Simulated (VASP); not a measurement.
# ZrH3 (Pm-3m) in VASP: a series of runs

Runs on ZrH3. Level: PBEsol. Tasks: single point.

Program: VASP 6.6.1. These are calculated values, not measurements. Logs are shortened: lines on timing, memory, paths and dates and some standing lists are left out, and cuts for length are marked.

## Step 1: The cell of the first run

It takes space group Pm-3m (No. 221, cubic). Conventional cell: a = 3.207 Å, b = 3.207 Å, c = 3.207 Å, α = 90.00°, β = 90.00°, γ = 90.00°. Zr (site symmetry m-3m) has 12 H at 2.27 Å within 3.0 Å. Within 3.0 Å of H (site symmetry 4/mmm) lie 4 Zr at 2.27 Å and 8 H at 2.27 Å.

## Step 2: Single point, PBEsol

Contents of INCAR:

```
PREC = Accurate ; ENCUT = 520
EDIFF = 1E-7 ; ISMEAR = -1
SIGMA = 0.01 ; LREAL = False
LASPH = True ; NELM = 60
ALGO = Normal ; ISIF = 2
LWAVE = False ; LCHARG = False
GGA = PS ; NBANDS = 16
```

Contents of KPOINTS:

```
regular mesh
0
Gamma
  7 7 7
```

Contents of POSCAR:

```
ZrH3
1.0
    3.2072698730      0.0000000000      0.0000000000
    0.0000000000      3.2072698730      0.0000000000
    0.0000000000      0.0000000000      3.2072698730
Zr H
1 3
Direct
    0.0000000000      0.0000000000      0.0000000000
    0.0000000000      0.5000000000      0.5000000000
    0.5000000000      0.0000000000      0.5000000000
    0.5000000000      0.5000000000      0.0000000000
```

Potentials or basis: VASP PAW PBE potentials, release 64 (Zr_sv, H).

Command:

```sh
$ cat potpaw_PBE.64/Zr_sv/POTCAR potpaw_PBE.64/H/POTCAR > POTCAR
$ mpirun -np 1 vasp_std > vasp.out
```

OUTCAR:

```text
PREC = Accurate
   ENCUT = 520
   EDIFF = 1E-7
   ISMEAR = -1
   LREAL = False
   LASPH = True
   NELM = 60
   ISIF = 2
   GGA = PS

 ion  position               nearest neighbor table
   1  0.000  0.000  0.000-   2 2.27   3 2.27   4 2.27   2 2.27   3 2.27   2 2.27   4 2.27   2 2.27
                             3 2.27   4 2.27   3 2.27   4 2.27
   2  0.000  0.500  0.500-   1 2.27   1 2.27   1 2.27   1 2.27
   3  0.500  0.000  0.500-   1 2.27   1 2.27   1 2.27   1 2.27
   4  0.500  0.500  0.000-   1 2.27   1 2.27   1 2.27   1 2.27

  LATTYP: Found a simple cubic cell.
 ALAT       =     3.2072698730

  Lattice vectors:

 A1 = (   3.2072698730,   0.0000000000,   0.0000000000)
 A2 = (   0.0000000000,   3.2072698730,   0.0000000000)
 A3 = (   0.0000000000,   0.0000000000,   3.2072698730)

Analysis of symmetry for initial positions (statically):
=====================================================================
 Subroutine PRICEL returns:
 Original cell was already a primitive cell.

 Routine SETGRP: Setting up the symmetry group for a
 simple cubic supercell.

 Subroutine GETGRP returns: Found 48 space group operations
 (whereof 48 operations were pure point group operations)
 out of a pool of 48 trial point group operations.

The static configuration has the point symmetry O_h .

Analysis of symmetry for dynamics (positions and initial velocities):
=====================================================================
 Subroutine PRICEL returns:
 Original cell was already a primitive cell.

 Routine SETGRP: Setting up the symmetry group for a
 simple cubic supercell.

 Subroutine GETGRP returns: Found 48 space group operations
 (whereof 48 operations were pure point group operations)
 out of a pool of 48 trial point group operations.

The dynamic configuration has the point symmetry O_h .

 Subroutine INISYM returns: Found 48 space group operations
 (whereof 48 operations are pure point group operations),
 and found     1 'primitive' translations

----------------------------------------------------------------------------------------

                                     Primitive cell

  volume of cell :      32.9918

  direct lattice vectors                    reciprocal lattice vectors
     3.207269873  0.000000000  0.000000000     0.311791661  0.000000000  0.000000000
     0.000000000  3.207269873  0.000000000     0.000000000  0.311791661  0.000000000
     0.000000000  0.000000000  3.207269873     0.000000000  0.000000000  0.311791661

  length of vectors
     3.207269873  3.207269873  3.207269873     0.311791661  0.311791661  0.311791661

  position of ions in fractional coordinates (direct lattice)
     0.000000000  0.000000000  0.000000000
     0.000000000  0.500000000  0.500000000
     0.500000000  0.000000000  0.500000000
     0.500000000  0.500000000  0.000000000

  ion indices of the primitive-cell ions
   primitive index   ion index
                 1           1
                 2           2
                 3           3
                 4           4

----------------------------------------------------------------------------------------

 KPOINTS: regular mesh

Automatic generation of k-mesh.
 Grid dimensions read from file:
 generate k-points for:    7    7    7

 Generating k-lattice:

  Cartesian coordinates                     Fractional coordinates (reciprocal lattice)
     0.044541666  0.000000000  0.000000000     0.142857143  0.000000000  0.000000000
     0.000000000  0.044541666  0.000000000     0.000000000  0.142857143  0.000000000
     0.000000000  0.000000000  0.044541666     0.000000000  0.000000000  0.142857143

  Length of vectors
     0.044541666  0.044541666  0.044541666

  Shift w.r.t. Gamma in fractional coordinates (k-lattice)
     0.000000000  0.000000000  0.000000000

 Subroutine IBZKPT returns following result:
 ===========================================

 Found     20 irreducible k-points:

 Following reciprocal coordinates:
            Coordinates               Weight
  0.000000  0.000000  0.000000      1.000000
  0.142857  0.000000  0.000000      6.000000
  0.285714  0.000000  0.000000      6.000000
  0.428571  0.000000  0.000000      6.000000
  0.142857  0.142857  0.000000     12.000000
  0.285714  0.142857  0.000000     24.000000
[... 12 lines left out ...]
  0.428571  0.428571  0.285714     24.000000
  0.428571  0.428571  0.428571      8.000000
   k-points           NKPTS =     20   k-points in BZ     NKDIM =     20   number of bands    NBANDS=     16
   number of dos      NEDOS =    301   number of ions     NIONS =      4
   total plane-waves  NPLWV =  13824
   dimension x,y,z NGX =    24 NGY =   24 NGZ =   24
   dimension x,y,z NGXF=    48 NGYF=   48 NGZF=   48
   ions per type =               1   3
   NGX,Y,Z   is equivalent  to a cutoff of  12.44, 12.44, 12.44 a.u.
   NGXF,Y,Z  is equivalent  to a cutoff of  24.88, 24.88, 24.88 a.u.
 SYSTEM =  unknown system
   PREC   = accura    normal or accurate (medium, high low for compatibility)
   ISTART =      0    job   : 0-new  1-cont  2-samecut
   ICHARG =      2    charge: 1-file 2-atom 10-const
   ISPIN  =      1    spin polarized calculation?
   LNONCOLLINEAR =      F non collinear calculations
   LSORBIT =      F    spin-orbit coupling
   LASPH  =      T    aspherical Exc in radial PAW
   ENCUT  =  520.0 eV  38.22 Ry    6.18 a.u.   5.96  5.96  5.96*2*pi/ulx,y,z
   NELM   =     60;   NELMIN=  2; NELMDL= -5     # of ELM steps
   EDIFF  = 0.1E-06   stopping-criterion for ELM
   LREAL  =      F    real-space projection
   EDIFFG = 0.1E-05   stopping-criterion for IOM
   NSW    =      0    number of steps for IOM
   IBRION =     -1    ionic relax: 0-MD 1-quasi-New 2-CG
   NFREE  =      0    steps in history (QN), initial steepest desc. (CG)
   ISIF   =      2    stress and relaxation
   ISYM   =      2    0-nonsym 1-usesym 2-fastsym
   POTIM  = 0.5000    time-step for ionic-motion
   TEBEG  =    0.0;   TEEND  =   0.0 temperature during run
   PSTRESS=    0.0 pullay stress
   NELECT =      15.0000    total number of electrons
   NUPDOWN=      -1.0000    fix difference up-down
   EMIN   =  10.00;   EMAX   =-10.00  energy-range for DOS
   EFERMI =   0.00;   METHOD = LEGACY
   ISMEAR =    -1;   SIGMA  =   0.01  broadening in eV -4-tet -1-fermi 0-gaus
   EFERMI_NEDOS =   21; number of points for ismear=-14 and -15
   IALGO  =     38    algorithm
   IMIX   =      4    mixing-type and parameters
     AMIX     =   0.40;   BMIX     =  1.00
     AMIX_MAG =   1.60;   BMIX_MAG =  1.00
  volume/ion in A,a.u.               =       8.25        55.66
  Fermi-wavevector in a.u.,A,eV,Ry     =   1.258838  2.378858 21.560777  1.584672
  Thomas-Fermi vector in A             =   2.392427
   LORBIT       =      0    0 simple, 1 ext, 2 COOP (PROOUT), +10 PAW based schemes
   GGA     = PS    functional components
   LHFCALC =     F    Hartree Fock is set to
   AEXX    =    0.0000 exact exchange contribution
   IVDW    =     0    specifies the selected vdW correction
   LEPSILON=     F    determine dielectric tensor
   LRPA    =     F    only Hartree local field effects (RPA)
 non-spin polarized calculation
  energy-cutoff  :      520.00
  volume of cell :       32.99
 maximum number of plane-waves:       904
 NGX is ok and might be reduce to    24
   NGX = 11   NGY = 11   NGZ = 11

 number of electron      14.9999995 magnetization

 Free energy of the ion-electron system (eV)
  ---------------------------------------------------
  ext. energy  EPLUGINS =         0.00000000
  ---------------------------------------------------
  free energy    TOTEN  =       -20.26573479 eV

  energy without entropy =      -20.26515345  energy(sigma->0) =      -20.26544412

 E-fermi :   7.0490     XC(G=0): -10.9773

 val. band max:        6.8635687081   @ k =   0.2857   0.2857   0.0000
 cond. band min:       7.0667053170   @ k =   0.2857   0.2857   0.1429
 fundamental gap:      0.2031366089
 Fermi energy:         7.0490286981

 k-point     1 :       0.0000    0.0000    0.0000
  band No.  band energies     occupation
      1     -42.3867      2.00000
      2     -20.1783      2.00000
      3     -20.1783      2.00000
      4     -20.1783      2.00000
      5      -2.7785      2.00000
      6       3.0842      2.00000
[... 8 lines left out ...]
     15      14.7487      0.00000
     16      19.1789      0.00000

 k-point     2 :       0.1429    0.0000    0.0000
  band No.  band energies     occupation
      1     -42.3773      2.00000
      2     -20.2923      2.00000
      3     -20.1689      2.00000
      4     -20.1689      2.00000
      5      -2.4211      2.00000
      6       3.0848      2.00000
[... 8 lines left out ...]
     15      15.6528      0.00000
     16      20.8632      0.00000

 k-point     3 :       0.2857    0.0000    0.0000
  band No.  band energies     occupation
      1     -42.3562      2.00000
      2     -20.5400      2.00000
      3     -20.1475      2.00000
      4     -20.1475      2.00000
      5      -1.4467      2.00000
      6       2.6672      2.00000
[... 8 lines left out ...]
     15      17.2997      0.00000
     16      22.6910      0.00000

 k-point     4 :       0.4286    0.0000    0.0000
  band No.  band energies     occupation
      1     -42.3391      2.00000
      2     -20.7312      2.00000
      3     -20.1304      2.00000
      4     -20.1304      2.00000
      5      -0.0687      2.00000
      6       1.4677      2.00000
[... 8 lines left out ...]
     15      18.6737      0.00000
     16      19.2325      0.00000
[... 248 lines left out ...]
 k-point    18 :       0.4286    0.2857    0.2857
  band No.  band energies     occupation
      1     -42.2813      2.00000
      2     -20.6207      2.00000
      3     -20.4304      2.00000
      4     -20.4093      2.00000
      5       0.8758      2.00000
      6       2.3586      2.00000
[... 8 lines left out ...]
     15      17.4456      0.00000
     16      18.1162      0.00000

 k-point    19 :       0.4286    0.4286    0.2857
  band No.  band energies     occupation
      1     -42.2653      2.00000
      2     -20.5925      2.00000
      3     -20.5879      2.00000
      4     -20.3947      2.00000
      5       1.0659      2.00000
      6       2.1672      2.00000
[... 8 lines left out ...]
     15      16.5422      0.00000
     16      16.8819      0.00000

 k-point    20 :       0.4286    0.4286    0.4286
  band No.  band energies     occupation
      1     -42.2496      2.00000
      2     -20.5647      2.00000
      3     -20.5586      2.00000
      4     -20.5586      2.00000
      5       1.3600      2.00000
      6       1.6819      2.00000
[... 8 lines left out ...]
     15      15.1238      0.00000
     16      15.5873      0.00000

------------------------ aborting loop because EDIFF is reached ----------------------------------------

  FORCE on cell =-STRESS in cart. coord.  units (eV):
  Direction    XX          YY          ZZ          XY          YZ          ZX
  --------------------------------------------------------------------------------------
  -------------------------------------------------------------------------------------
  Total       -2.6124486     -2.6124486     -2.6124486     -0.0000000      0.0000000     -0.0000000
  in kB     -126.8679186   -126.8679186   -126.8679186     -0.0000000      0.0000000     -0.0000000
  external PRESSURE =    -126.8679186 kB  Pullay stress =       0.0000000 kB

 VOLUME and BASIS-vectors are now :
 -----------------------------------------------------------------------------
  energy-cutoff  :      520.00
  volume of cell :       32.99
      direct lattice vectors                 reciprocal lattice vectors
     3.207269873  0.000000000  0.000000000     0.311791661  0.000000000  0.000000000
     0.000000000  3.207269873  0.000000000     0.000000000  0.311791661  0.000000000
     0.000000000  0.000000000  3.207269873     0.000000000  0.000000000  0.311791661

 POSITION                                       TOTAL-FORCE (eV/Angst)
 -----------------------------------------------------------------------------------
      0.00000      0.00000      0.00000         0.000000      0.000000      0.000000
      0.00000      1.60363      1.60363         0.000000      0.000000      0.000000
      1.60363      0.00000      1.60363         0.000000      0.000000      0.000000
      1.60363      1.60363      0.00000         0.000000      0.000000      0.000000
 -----------------------------------------------------------------------------------
    total drift:                                0.000000      0.000000      0.000000

  FREE ENERGIE OF THE ION-ELECTRON SYSTEM (eV)
  ---------------------------------------------------
  free  energy   TOTEN  =       -20.2657347889 eV

  energy  without entropy=      -20.2651534528  energy(sigma->0) =      -20.26544412
```

Wall time 15 s (1 thread of Intel Xeon 8259CL, shared host); peak memory 0.14 GiB.

What came out:

* Free energy: -20.2657 eV
* Pressure: -12.7 GPa

Caveat: the PAW data sets were made with another functional, which shifts forces and pressure a little.

## Step 3: Single point, PBEsol

This run uses another cell than the first one, of 8.55 Å³/atom, 1.037 times its volume.

Contents of INCAR:

```
ALGO = Normal ; EDIFF = 1E-7
ENCUT = 520 ; GGA = PS
ISIF = 2 ; ISMEAR = -1
LASPH = True ; LCHARG = False
LREAL = False ; LWAVE = False
NBANDS = 16 ; NELM = 100
PREC = Accurate ; SIGMA = 0.01
```

Contents of KPOINTS:

```
k-points
0
Gamma
  7 7 7
```

Contents of POSCAR:

```
ZrH3
1.0
    3.2463867754      0.0000000000      0.0000000000
    0.0000000000      3.2463867754      0.0000000000
    0.0000000000      0.0000000000      3.2463867754
Zr H
1 3
Direct
    0.0000000000      0.0000000000      0.0000000000
    0.0000000000      0.5000000000      0.5000000000
    0.5000000000      0.0000000000      0.5000000000
    0.5000000000      0.5000000000      0.0000000000
```

Potentials or basis: VASP PAW PBE potentials, release 64 (Zr_sv, H).

Command:

```sh
$ cat potpaw_PBE.64/Zr_sv/POTCAR potpaw_PBE.64/H/POTCAR > POTCAR
$ mpirun -np 1 vasp_std > vasp.out
```

Run time: 15 s. Hardware: 1 thread of Intel Xeon 8259CL, shared host; peak memory 0.14 GiB.

The run converged. Its results:

* Free energy: -20.1584 eV
* Pressure: -15.7 GPa

Levels at points of the mesh, in eV from the Fermi level:
```tsv
k point	band 5	band 6	band 7	band 8	band 9	band 10
(0.00, 0.00, 0.00)	-9.61	-3.83	-3.83	3.12	3.12	3.12
```

Caveat: the PAW data sets were made with another functional, which shifts forces and pressure a little.
